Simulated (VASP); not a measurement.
# WSe2 in VASP: further runs

The runs below take WSe2 through single point, with PBEsol.

Everything below comes from runs of VASP 6.6.1. Logs are shortened: lines on timing, memory, paths and dates and some standing lists are left out, and cuts for length are marked.

## (1) The cell of the first run

The cell holds a slab with vacuum, 9 atoms: a = 3.270 Å, b = 3.270 Å, c = 30.075 Å, α = 90.00°, β = 90.00°, γ = 120.00°.

## (2) Single point, PBEsol (30.95 Å³/atom)

The input, INCAR:

```
SYSTEM = WSe2
PREC = Accurate ; ENCUT = 520
EDIFF = 1E-7 ; ISMEAR = 0
SIGMA = 0.02 ; LREAL = .False.
LASPH = .True. ; NELM = 80
ALGO = Normal ; ISIF = 2
LWAVE = .False. ; LCHARG = .False.
GGA = PS ; NBANDS = 49
```

The input, KPOINTS:

```
regular mesh
0
Gamma
  12 12 1
  0 0 0
```

The input, POSCAR:

```
WSe2
1.0
    3.2701136907      0.0000000000      0.0000000000
   -1.6350568453      2.8320015294      0.0000000000
    0.0000000000      0.0000000000     30.0748030159
W Se
3 6
Direct
    0.6666666667      0.3333333333      0.0000000000
    0.3333333333      0.6666666667      0.7802788514
    0.3333333333      0.6666666667      0.2197211486
    0.3333333333      0.6666666667      0.0556788123
    0.6666666667      0.3333333333      0.8359684609
    0.6666666667      0.3333333333      0.2753330841
    0.3333333333      0.6666666667      0.9443211877
    0.6666666667      0.3333333333      0.7246669159
    0.6666666667      0.3333333333      0.1640315391
```

Potentials or basis: VASP PAW PBE potentials, release 64 (W_sv, Se).

Started as:

```
cat potpaw_PBE.64/W_sv/POTCAR potpaw_PBE.64/Se/POTCAR > POTCAR
mpirun -np 1 vasp_std > vasp.out
```

OUTCAR:

```text
SYSTEM = WSe2
   PREC = Accurate
   ENCUT = 520
   EDIFF = 1E-7
   ISMEAR = 0
   LREAL = .False.
   LASPH = .True.
   NELM = 80
   ISIF = 2
   GGA = PS

 ion  position               nearest neighbor table
   1  0.667  0.333  0.000-   4 2.52   7 2.52   4 2.52   7 2.52   4 2.52   7 2.52
   2  0.333  0.667  0.780-   8 2.52   8 2.52   8 2.52   5 2.52   5 2.52   5 2.52
   3  0.333  0.667  0.220-   6 2.52   6 2.52   6 2.52   9 2.52   9 2.52   9 2.52
   4  0.333  0.667  0.056-   1 2.52   1 2.52   1 2.52
   5  0.667  0.333  0.836-   2 2.52   2 2.52   2 2.52
   6  0.667  0.333  0.275-   3 2.52   3 2.52   3 2.52
   7  0.333  0.667  0.944-   1 2.52   1 2.52   1 2.52
   8  0.667  0.333  0.725-   2 2.52   2 2.52   2 2.52
   9  0.667  0.333  0.164-   3 2.52   3 2.52   3 2.52

  LATTYP: Found a hexagonal cell.
 ALAT       =     3.2701136907
 C/A-ratio  =     9.1968677118

  Lattice vectors:

 A1 = (   3.2701136907,   0.0000000000,   0.0000000000)
 A2 = (  -1.6350568453,   2.8320015294,   0.0000000000)
 A3 = (   0.0000000000,   0.0000000000,  30.0748030159)

Analysis of symmetry for initial positions (statically):
=====================================================================
 Subroutine PRICEL returns:
 Original cell was already a primitive cell.

 Routine SETGRP: Setting up the symmetry group for a
 hexagonal supercell.

 Subroutine GETGRP returns: Found 12 space group operations
 (whereof 12 operations were pure point group operations)
 out of a pool of 24 trial point group operations.

The static configuration has the point symmetry D_3h.

Analysis of symmetry for dynamics (positions and initial velocities):
=====================================================================
 Subroutine PRICEL returns:
 Original cell was already a primitive cell.

 Routine SETGRP: Setting up the symmetry group for a
 hexagonal supercell.

 Subroutine GETGRP returns: Found 12 space group operations
 (whereof 12 operations were pure point group operations)
 out of a pool of 24 trial point group operations.

The dynamic configuration has the point symmetry D_3h.

 Subroutine INISYM returns: Found 12 space group operations
 (whereof 12 operations are pure point group operations),
 and found     1 'primitive' translations

----------------------------------------------------------------------------------------

                                     Primitive cell
[... 105 lines left out ...]
   ISIF   =      2    stress and relaxation
   ISYM   =      2    0-nonsym 1-usesym 2-fastsym
   POTIM  = 0.5000    time-step for ionic-motion
   TEBEG  =    0.0;   TEEND  =   0.0 temperature during run
   PSTRESS=    0.0 pullay stress
   NELECT =      78.0000    total number of electrons
   NUPDOWN=      -1.0000    fix difference up-down
   EMIN   =  10.00;   EMAX   =-10.00  energy-range for DOS
   EFERMI =   0.00;   METHOD = LEGACY
   ISMEAR =     0;   SIGMA  =   0.02  broadening in eV -4-tet -1-fermi 0-gaus
   EFERMI_NEDOS =   21; number of points for ismear=-14 and -15
   IALGO  =     38    algorithm
   IMIX   =      4    mixing-type and parameters
     AMIX     =   0.40;   BMIX     =  1.00
     AMIX_MAG =   1.60;   BMIX_MAG =  1.00
  volume/ion in A,a.u.               =      30.95       208.84
  Fermi-wavevector in a.u.,A,eV,Ry     =   1.071075  2.024039 15.608634  1.147202
  Thomas-Fermi vector in A             =   2.206805
   LORBIT       =      0    0 simple, 1 ext, 2 COOP (PROOUT), +10 PAW based schemes
   GGA     = PS    functional components
   LHFCALC =     F    Hartree Fock is set to
   AEXX    =    0.0000 exact exchange contribution
   IVDW    =     0    specifies the selected vdW correction
   LEPSILON=     F    determine dielectric tensor
   LRPA    =     F    only Hartree local field effects (RPA)
 non-spin polarized calculation
 Gauss-broadening in eV      SIGMA  =   0.02
  energy-cutoff  :      520.00
  volume of cell :      278.52
 maximum number of plane-waves:      7566
   NGX = 13   NGY = 13   NGZ =111

 number of electron      78.0000000 magnetization

 Free energy of the ion-electron system (eV)
  ---------------------------------------------------
  ext. energy  EPLUGINS =         0.00000000
  ---------------------------------------------------
  free energy    TOTEN  =       -69.78685961 eV

  energy without entropy =      -69.78685961  energy(sigma->0) =      -69.78685961

 E-fermi :   2.2509     XC(G=0):  -7.4493

 val. band max:        2.1695058659   @ k =   0.0000   0.0000   0.0000
 cond. band min:       3.4113042892   @ k =   0.1667   0.1667   0.0000
 fundamental gap:      1.2417984233
 Fermi energy:         2.2509313087

 k-point     1 :       0.0000    0.0000    0.0000
  band No.  band energies     occupation
      1     -71.9142      2.00000
      2     -71.9114      2.00000
      3     -71.9114      2.00000
      4     -36.1799      2.00000
      5     -36.1774      2.00000
      6     -36.1774      2.00000
[... 977 lines left out ...]
     48       5.6232      0.00000
     49       6.9080      0.00000

------------------------ aborting loop because EDIFF is reached ----------------------------------------

  FORCE on cell =-STRESS in cart. coord.  units (eV):
  Direction    XX          YY          ZZ          XY          YZ          ZX
  --------------------------------------------------------------------------------------
  -------------------------------------------------------------------------------------
  Total        0.4804477      0.4804477      0.5930133      0.0000000      0.0000000     -0.0000000
  in kB        2.7637425      2.7637425      3.4112686      0.0000000      0.0000000     -0.0000000
  external PRESSURE =       2.9795845 kB  Pullay stress =       0.0000000 kB

 VOLUME and BASIS-vectors are now :
 -----------------------------------------------------------------------------
  energy-cutoff  :      520.00
  volume of cell :      278.52
      direct lattice vectors                 reciprocal lattice vectors
     3.270113691  0.000000000  0.000000000     0.305799766  0.176553577  0.000000000
    -1.635056845  2.832001529  0.000000000     0.000000000  0.353107154  0.000000000
     0.000000000  0.000000000 30.074803016     0.000000000  0.000000000  0.033250426

 POSITION                                       TOTAL-FORCE (eV/Angst)
 -----------------------------------------------------------------------------------
      1.63506      0.94400      0.00000        -0.000000     -0.000000     -0.000000
     -0.00000      1.88800     23.46673         0.000000     -0.000000     -0.000536
     -0.00000      1.88800      6.60807         0.000000     -0.000000      0.000536
     -0.00000      1.88800      1.67453         0.000000      0.000000      0.061602
      1.63506      0.94400     25.14159        -0.000000      0.000000      0.060811
      1.63506      0.94400      8.28059        -0.000000     -0.000000      0.061568
     -0.00000      1.88800     28.40027         0.000000      0.000000     -0.061602
      1.63506      0.94400     21.79421        -0.000000     -0.000000     -0.061568
      1.63506      0.94400      4.93322        -0.000000      0.000000     -0.060811
 -----------------------------------------------------------------------------------
    total drift:                                0.000000     -0.000000     -0.000000

  FREE ENERGIE OF THE ION-ELECTRON SYSTEM (eV)
  ---------------------------------------------------
  free  energy   TOTEN  =       -69.7868596137 eV

  energy  without entropy=      -69.7868596137  energy(sigma->0) =      -69.78685961
```

OSZICAR:

```text
N       E                     dE             d eps       ncg     rms          rms(c)
DAV:   1     0.756253343055E+03    0.75625E+03   -0.41035E+04  2174   0.145E+03
DAV:   2    -0.163551791017E+02   -0.77261E+03   -0.74726E+03  2210   0.375E+02
DAV:   3    -0.707438756459E+02   -0.54389E+02   -0.53401E+02  2323   0.934E+01
[... 17 lines left out ...]
DAV:  21    -0.697868540618E+02   -0.80404E-05   -0.27286E-07  1636   0.125E-03    0.394E-04
DAV:  22    -0.697868583660E+02   -0.43043E-05   -0.10888E-07  1612   0.696E-04    0.238E-04
DAV:  23    -0.697868592412E+02   -0.87519E-06   -0.21543E-08  1356   0.318E-04    0.133E-04
DAV:  24    -0.697868595701E+02   -0.32881E-06   -0.85187E-09  1332   0.156E-04    0.108E-04
DAV:  25    -0.697868596137E+02   -0.43653E-07   -0.14185E-09  1236   0.863E-05
   1 F= -.69786860E+02 E0= -.69786860E+02  d E =-.496078E-11
```

Run time: 13 min. Hardware: 1 thread of Intel Xeon 8259CL, shared host; peak memory 0.48 GiB.

Results:

```
Free energy            : -69.7869 eV
Largest force          : 0.062 eV/Å
Band gap on the k mesh : 1.24 eV (least direct gap 1.63 eV)
```

Forces on the atoms (eV/Å):
```
W    0.000  0.000  0.000
W    0.000  0.000 -0.001
W    0.000  0.000  0.001
Se   0.000  0.000  0.062
Se   0.000  0.000  0.061
Se   0.000  0.000  0.062
Se   0.000  0.000 -0.062
Se   0.000  0.000 -0.062
Se   0.000  0.000 -0.061
```

Levels at points of the mesh, in eV from the valence-band top:
```
           k point  band 37  band 38  band 39  band 40  band 41  band 42
(0.00, 0.00, 0.00)    -0.81    -0.29     0.00     2.89     2.89     2.91
(0.50, 0.00, 0.00)    -1.06    -0.99    -0.92     2.38     2.39     2.40
```

Caveat: the PAW data sets were made with another functional, which shifts forces and pressure a little; spin-orbit coupling is left out, which moves the levels of the heavy elements.

## (3) Single point, PBEsol (31.85 Å³/atom)

This run uses another cell than the first one.

The input, INCAR:

```
PREC = Accurate
ENCUT = 520
EDIFF = 1E-7
ISMEAR = 0
SIGMA = 0.02
LREAL = F
LASPH = T
NELM = 60
ALGO = Normal
ISIF = 2
LWAVE = F
LCHARG = T
GGA = PS
LELF = T
LVHAR = T
NBANDS = 49
```

The input, KPOINTS:

```
regular mesh
0
Gamma
  12 12 1
```

The input, POSCAR:

```
WSe2
1.0
    3.2701964327      0.0000000000      0.0000000000
   -1.6350982163      2.8320731861      0.0000000000
    0.0000000000      0.0000000000     30.9492019492
W Se
3 6
Direct
    0.6666666667      0.3333333333      0.0000000000
    0.3333333333      0.6666666667      0.7865022683
    0.3333333333      0.6666666667      0.2134977317
    0.3333333333      0.6666666667      0.0541040286
    0.6666666667      0.3333333333      0.8406155707
    0.6666666667      0.3333333333      0.2675356994
    0.3333333333      0.6666666667      0.9458959714
    0.6666666667      0.3333333333      0.7324643006
    0.6666666667      0.3333333333      0.1593844293
```

Potentials or basis: VASP PAW PBE potentials, release 64 (W_sv, Se).

Started as:

```
cat potpaw_PBE.64/W_sv/POTCAR potpaw_PBE.64/Se/POTCAR > POTCAR
mpirun -np 1 vasp_std > vasp.out
```

Wall time 12 min (1 thread of Intel Xeon 8259CL, shared host); peak memory 0.5 GiB.

Results (log left out):

- Free energy: -69.7869 eV
- Largest force: 0.062 eV/Å
- Band gap on the k mesh: 1.24 eV (least direct gap 1.63 eV)

Forces on the atoms (eV/Å):
```
W    0.000  0.000  0.000
W    0.000  0.000  0.000
W    0.000  0.000  0.000
Se   0.000  0.000  0.062
Se   0.000  0.000  0.062
Se   0.000  0.000  0.062
Se   0.000  0.000 -0.062
Se   0.000  0.000 -0.062
Se   0.000  0.000 -0.062
```

Levels at points of the mesh, in eV from the valence-band top:
```tsv
k point	band 36	band 37	band 38	band 39	band 40	band 41	band 42	band 43
(0.00, 0.00, 0.00)	-1.30	-0.81	-0.29	0.00	2.89	2.89	2.91	2.91
(0.50, 0.00, 0.00)	-1.15	-1.06	-0.99	-0.92	2.38	2.39	2.40	2.58
```

Caveat: the PAW data sets were made with another functional, which shifts forces and pressure a little; spin-orbit coupling is left out, which moves the levels of the heavy elements.
